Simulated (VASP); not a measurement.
A run of VASP 6.6.1 is set up as follows.

INCAR

```
PREC = Accurate
ENCUT = 520
EDIFF = 1E-6
ISMEAR = 0
SIGMA = 0.1
LREAL = F
LASPH = T
NELM = 60
ALGO = Normal
ISIF = 2
LWAVE = F
LCHARG = F
GGA = PE
NBANDS = 26
```

KPOINTS

```
Automatic mesh
0
Gamma
  10 10 8
```

Contents of POSCAR:

```
CoSi2
1.0
    2.6698892889      2.6698892889      0.0000000000
   -2.6698892889      2.6698892889      0.0000000000
    0.0000000000      0.0000000000      5.4402762926
Co Si
2 4
Direct
    0.0000000000      0.0000000000      0.0000000000
    0.5000000000      0.5000000000      0.5000000000
    0.0000000000      0.5000000000      0.7500000000
    0.5000000000      0.0000000000      0.7500000000
    0.5000000000      0.0000000000      0.2500000000
    0.0000000000      0.5000000000      0.2500000000
```

Potentials or basis: VASP PAW PBE potentials, release 64 (Co, Si).

Run with:

```bash
$ cat potpaw_PBE.64/Co/POTCAR potpaw_PBE.64/Si/POTCAR > POTCAR
$ mpirun -np 1 vasp_std > vasp.out
```

(1) Estimate the pressure.

(2) Predict the band gap on the k mesh.

Answers

(1) -1.4 GPa.

(2) zero (band 17 reaches 11.70 eV, above the bottom of band 18 at 8.65 eV).

Caveat: the cell differs from its parent crystal (uniaxial strain along c: +1.5 %).
